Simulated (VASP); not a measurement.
# Pt in VASP: further runs

Pt is run at these levels: PBEsol; tasks: single point.

All numbers are computed with VASP 6.6.1; they aren't measurements. Logs are shortened: lines on timing, memory, paths and dates and some standing lists are left out, and cuts for length are marked.

**1. The cell of the first run**

It takes space group Fm-3m (No. 225, cubic). The conventional cell has a = 3.916 Å, b = 3.916 Å, c = 3.916 Å, α = 90.00°, β = 90.00°, γ = 90.00°. Within 3.6 Å of Pt (site symmetry m-3m) lie 12 Pt at 2.77 Å.

**2. Single point, PBEsol**

Input file INCAR:

```
  ALGO = Normal
  EDIFF = 1E-6
  ENCUT = 520
  GGA = PS
  ISIF = 2
  ISMEAR = 0
  LASPH = T
  LCHARG = F
  LREAL = F
  LWAVE = F
  NBANDS = 11
  NELM = 80
  PREC = Accurate
  SIGMA = 0.1
```

Input file KPOINTS:

```
k-points
0
Gamma
  8 8 8
```

Input file POSCAR:

```
Pt
1.0
    0.0000000000      1.9579000000      1.9579000000
    1.9579000000      0.0000000000      1.9579000000
    1.9579000000      1.9579000000      0.0000000000
Pt
1
Direct
    0.0000000000      0.0000000000      0.0000000000
```

Potentials or basis: VASP PAW PBE potentials, release 64 (Pt).

Command:

```console
> cat potpaw_PBE.64/Pt/POTCAR > POTCAR
> mpirun -np 1 vasp_std > vasp.out
```

OUTCAR:

```text
EDIFF = 1E-6
   ENCUT = 520
   GGA = PS
   ISIF = 2
   ISMEAR = 0
   LASPH = T
   LREAL = F
   NELM = 80
   PREC = Accurate

 ion  position               nearest neighbor table
   1  0.000  0.000  0.000-

  LATTYP: Found a face centered cubic cell.
 ALAT       =     3.9158000000

  Lattice vectors:

 A1 = (   0.0000000000,   1.9579000000,   1.9579000000)
 A2 = (   1.9579000000,   0.0000000000,   1.9579000000)
 A3 = (   1.9579000000,   1.9579000000,   0.0000000000)

Analysis of symmetry for initial positions (statically):
=====================================================================
 Subroutine PRICEL returns:
 Original cell was already a primitive cell.

 Routine SETGRP: Setting up the symmetry group for a
 face centered cubic supercell.

 Subroutine GETGRP returns: Found 48 space group operations
 (whereof 48 operations were pure point group operations)
 out of a pool of 48 trial point group operations.

The static configuration has the point symmetry O_h .

Analysis of symmetry for dynamics (positions and initial velocities):
=====================================================================
 Subroutine PRICEL returns:
 Original cell was already a primitive cell.

 Routine SETGRP: Setting up the symmetry group for a
 face centered cubic supercell.

 Subroutine GETGRP returns: Found 48 space group operations
 (whereof 48 operations were pure point group operations)
 out of a pool of 48 trial point group operations.

The dynamic configuration has the point symmetry O_h .

 Subroutine INISYM returns: Found 48 space group operations
 (whereof 48 operations are pure point group operations),
 and found     1 'primitive' translations

----------------------------------------------------------------------------------------

                                     Primitive cell

  volume of cell :      15.0107

  direct lattice vectors                    reciprocal lattice vectors
     0.000000000  1.957900000  1.957900000    -0.255375658  0.255375658  0.255375658
     1.957900000  0.000000000  1.957900000     0.255375658 -0.255375658  0.255375658
     1.957900000  1.957900000  0.000000000     0.255375658  0.255375658 -0.255375658

  length of vectors
     2.768888734  2.768888734  2.768888734     0.442323614  0.442323614  0.442323614

  position of ions in fractional coordinates (direct lattice)
     0.000000000  0.000000000  0.000000000

  ion indices of the primitive-cell ions
   primitive index   ion index
                 1           1

----------------------------------------------------------------------------------------

[... 80 lines left out ...]
   NELECT =      10.0000    total number of electrons
   NUPDOWN=      -1.0000    fix difference up-down
   EMIN   =  10.00;   EMAX   =-10.00  energy-range for DOS
   EFERMI =   0.00;   METHOD = LEGACY
   ISMEAR =     0;   SIGMA  =   0.10  broadening in eV -4-tet -1-fermi 0-gaus
   EFERMI_NEDOS =   21; number of points for ismear=-14 and -15
   IALGO  =     38    algorithm
   IMIX   =      4    mixing-type and parameters
     AMIX     =   0.40;   BMIX     =  1.00
     AMIX_MAG =   1.60;   BMIX_MAG =  1.00
  volume/ion in A,a.u.               =      15.01       101.30
  Fermi-wavevector in a.u.,A,eV,Ry     =   1.429797  2.701924 27.814648  2.044319
  Thomas-Fermi vector in A             =   2.549712
   LORBIT       =      0    0 simple, 1 ext, 2 COOP (PROOUT), +10 PAW based schemes
   GGA     = PS    functional components
   LHFCALC =     F    Hartree Fock is set to
   AEXX    =    0.0000 exact exchange contribution
   IVDW    =     0    specifies the selected vdW correction
   LEPSILON=     F    determine dielectric tensor
   LRPA    =     F    only Hartree local field effects (RPA)
 non-spin polarized calculation
 Gauss-broadening in eV      SIGMA  =   0.10
  energy-cutoff  :      520.00
  volume of cell :       15.01
 maximum number of plane-waves:       415
 NGX is ok and might be reduce to    24
   NGX = 11   NGY = 11   NGZ = 11

 number of electron      10.0000000 magnetization

 number of electron       9.9999999 magnetization

 Free energy of the ion-electron system (eV)
  ---------------------------------------------------
  ext. energy  EPLUGINS =         0.00000000
  ---------------------------------------------------
  free energy    TOTEN  =        -6.95670621 eV

  energy without entropy =       -6.94791788  energy(sigma->0) =       -6.95231204

 E-fermi :  11.1204     XC(G=0): -13.6616

 val. band max:       10.9767177091   @ k =  -0.3750   0.3750   0.0000
 cond. band min:      11.1208834267   @ k =  -0.2500   0.1250   0.0000
 fundamental gap:      0.1441657175
 Fermi energy:        11.1203789306

 k-point     1 :       0.0000    0.0000    0.0000
  band No.  band energies     occupation
      1       0.8387      2.00000
      2       7.3259      2.00000
      3       7.3259      2.00000
      4       7.3259      2.00000
      5       9.5155      2.00000
      6       9.5155      2.00000
      7      25.8034      0.00000
      8      30.7846      0.00000
      9      30.7846      0.00000
     10      30.7846      0.00000
     11      36.1086      0.00000
[... 309 lines left out ...]
 k-point    24 :      -0.3750    0.2500    0.1250
  band No.  band energies     occupation
      1       5.0439      2.00000
      2       6.2909      2.00000
      3       7.6595      2.00000
      4       8.4429      2.00000
      5      10.9609      1.97587
      6      15.5733      0.00000
      7      16.6712      0.00000
      8      25.9040      0.00000
      9      26.2610      0.00000
     10      30.3436      0.00000
     11      37.4183      0.00000

 [... further k-points ...]

------------------------ aborting loop because EDIFF is reached ----------------------------------------

  FORCE on cell =-STRESS in cart. coord.  units (eV):
  Direction    XX          YY          ZZ          XY          YZ          ZX
  --------------------------------------------------------------------------------------
  -------------------------------------------------------------------------------------
  Total       -0.0522199     -0.0522199     -0.0522199     -0.0000000      0.0000000      0.0000000
  in kB       -5.5737243     -5.5737243     -5.5737243     -0.0000000      0.0000000      0.0000000
  external PRESSURE =      -5.5737243 kB  Pullay stress =       0.0000000 kB

 VOLUME and BASIS-vectors are now :
 -----------------------------------------------------------------------------
  energy-cutoff  :      520.00
  volume of cell :       15.01
      direct lattice vectors                 reciprocal lattice vectors
     0.000000000  1.957900000  1.957900000    -0.255375658  0.255375658  0.255375658
     1.957900000  0.000000000  1.957900000     0.255375658 -0.255375658  0.255375658
     1.957900000  1.957900000  0.000000000     0.255375658  0.255375658 -0.255375658

 POSITION                                       TOTAL-FORCE (eV/Angst)
 -----------------------------------------------------------------------------------
      0.00000      0.00000      0.00000         0.000000      0.000000      0.000000
 -----------------------------------------------------------------------------------
    total drift:                               -0.000000      0.000000      0.000000

  FREE ENERGIE OF THE ION-ELECTRON SYSTEM (eV)
  ---------------------------------------------------
  free  energy   TOTEN  =        -6.9567062091 eV

  energy  without entropy=       -6.9479178803  energy(sigma->0) =       -6.95231204
```

OSZICAR:

```text
N       E                     dE             d eps       ncg     rms          rms(c)
DAV:   1     0.403942839399E+02    0.40394E+02   -0.55706E+03   638   0.854E+02
DAV:   2    -0.678076732271E+01   -0.47175E+02   -0.45484E+02   730   0.181E+02
DAV:   3    -0.742739508921E+01   -0.64663E+00   -0.64058E+00   737   0.200E+01
DAV:   4    -0.742985571460E+01   -0.24606E-02   -0.24605E-02   731   0.148E+00
DAV:   5    -0.742987441759E+01   -0.18703E-04   -0.18704E-04   755   0.121E-01    0.134E+01
DAV:   6    -0.701172325417E+01    0.41815E+00   -0.91779E-01   671   0.771E+00    0.681E+00
DAV:   7    -0.696123657638E+01    0.50487E-01   -0.17781E-01   734   0.329E+00    0.250E+00
DAV:   8    -0.695706622817E+01    0.41703E-02   -0.66283E-03   704   0.748E-01    0.745E-01
DAV:   9    -0.695670218415E+01    0.36404E-03   -0.19067E-04   707   0.129E-01    0.419E-02
DAV:  10    -0.695670600098E+01   -0.38168E-05   -0.37362E-06   794   0.140E-02    0.728E-03
DAV:  11    -0.695670620908E+01   -0.20810E-06   -0.53512E-08   385   0.205E-03
   1 F= -.69567062E+01 E0= -.69523120E+01  d E =-.878833E-02
```

Run time: 5 s. Hardware: 1 thread of Intel Xeon Platinum 8488C (Sapphire Rapids), shared host; peak memory 0.14 GiB.

What came out:

```yaml
Free_energy: -6.9567 eV
Pressure: -0.6 GPa
Band_gap_on_the_k_mesh: zero (band 5 reaches 11.65 eV, above the bottom of band 6 at 9.41 eV)
```

Caveat: the PAW data sets were made with another functional, which shifts forces and pressure a little; spin-orbit coupling is left out, which moves the levels of the heavy elements.

**3. Single point, PBEsol (biaxial strain in the a-b plane: +1.0 %, then relaxed in part)**

Input file INCAR:

```
PREC = Accurate
ENCUT = 520
EDIFF = 1E-6
ISMEAR = 0
SIGMA = 0.1
LREAL = F
LASPH = T
NELM = 80
ALGO = Fast
ISIF = 2
LWAVE = F
LCHARG = F
GGA = PS
NBANDS = 17
```

Input file KPOINTS:

```
Automatic mesh
0
Gamma
  18 18 14
```

Input file POSCAR:

```
Pt
1.0
    1.9786206488      1.9786206488      0.0000000000
   -1.9786206488      1.9786206488      0.0000000000
    0.0000000000      0.0000000000      3.8608533911
Pt
2
Direct
    0.0000000000      0.0000000000      0.0000000000
    0.5000000000      0.5000000000      0.5000000000
```

Potentials or basis: VASP PAW PBE potentials, release 64 (Pt).

Command:

```console
> cat potpaw_PBE.64/Pt/POTCAR > POTCAR
> mpirun -np 1 vasp_std > vasp.out
```

Run time: 58 s. Hardware: 1 thread of Intel Xeon 6975P-C (Granite Rapids), shared host; peak memory 0.29 GiB.

The run converged. Its results:

```
Free energy            : -13.9312 eV
Pressure               : -1.7 GPa
Band gap on the k mesh : zero (band 10 reaches 11.65 eV, above the bottom of band 11 at 9.79 eV)
```

Stress tensor (GPa, compression positive):
```
-2.43  0.00  0.00
 0.00 -2.43  0.00
 0.00  0.00 -0.29
```

Levels at points of the mesh, in eV from the Fermi level:
| k point | band 6 | band 7 | band 8 | band 9 | band 10 | band 11 | band 12 | band 13 | band 14 | band 15 |
| --- | --- | --- | --- | --- | --- | --- | --- | --- | --- | --- |
| (0.00, 0.00, 0.00) | -3.59 | -1.79 | -1.45 | 0.01 | 0.51 | 0.51 | 2.04 | 9.24 | 11.04 | 11.04 |
| (0.50, 0.00, 0.00) | -4.25 | -2.60 | -2.60 | -1.80 | -1.80 | 1.70 | 1.70 | 11.03 | 11.03 | 13.18 |
| (0.50, 0.50, 0.00) | 0.02 | 0.37 | 0.37 | 0.60 | 0.60 | 1.56 | 1.56 | 8.60 | 8.60 | 11.40 |
| (0.00, 0.00, 0.50) | -2.86 | -2.22 | -2.22 | -2.22 | -2.22 | -0.95 | -0.95 | 17.02 | 17.02 | 17.02 |
| (0.50, 0.00, 0.50) | -3.70 | -0.53 | -0.53 | -0.02 | -0.02 | 0.12 | 0.12 | 5.79 | 5.79 | 14.17 |
| (0.50, 0.50, 0.50) | -4.58 | -1.95 | -1.95 | 0.38 | 0.38 | 6.78 | 6.78 | 8.29 | 8.29 | 8.29 |

Caveat: the cell differs from its parent crystal (biaxial strain in the a-b plane: +1.0 %, then relaxed in part); the PAW data sets were made with another functional, which shifts forces and pressure a little; spin-orbit coupling is left out, which moves the levels of the heavy elements.

(Continued in part 2 of 2.)
